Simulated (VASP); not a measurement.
Write the native input for VASP 6.6.1 that does the following.

```yaml
Task: single point
Functional: LDA
Potentials_or_basis: VASP PAW LDA potentials, release 64 (Hf_pv)
Cutoff: 520 eV
k_mesh: 8 × 8 × 8
Occupations: fermi-dirac, width 0.05 eV
Spin: no spin polarisation
Dipole_correction: no
Further_INCAR_settings: ALGO = Normal; EDIFF = 1e-07; NBANDS = 11
```

The structure of Hf lies in POSCAR:

```
Hf
1.0
    0.0000000000      2.1763661361      2.1763661361
    2.1763661361      0.0000000000      2.1763661361
    2.1763661361      2.1763661361      0.0000000000
Hf
1
Direct
    0.0000000000      0.0000000000      0.0000000000
```

One way to write it, as run:

INCAR

```
ALGO = Normal ; EDIFF = 1E-7
ENCUT = 520 ; ISIF = 2
ISMEAR = -1 ; LASPH = True
LCHARG = True ; LELF = True
LREAL = False ; LVHAR = True
LWAVE = False ; NBANDS = 11
NELM = 60 ; PREC = Accurate
SIGMA = 0.05
```

KPOINTS

```
k-points
0
Gamma
  8 8 8
```

Potentials or basis: VASP PAW LDA potentials, release 64 (Hf_pv).

The run is started by

```bash
$ cat potpaw_LDA.64/Hf_pv/POTCAR > POTCAR
$ mpirun -np 1 vasp_std > vasp.out
```

It gave:

| Quantity | Value |
| --- | --- |
| Pressure | 0.0 GPa |
| Band gap on the k mesh | zero (band 5 reaches 6.57 eV, above the bottom of band 6 at 4.82 eV) |

Caveat: spin-orbit coupling is left out, which moves the levels of the heavy elements.

It took 12 s on 1 thread of Intel Xeon 8259CL, with other jobs on the host, peak memory 0.13 GiB.
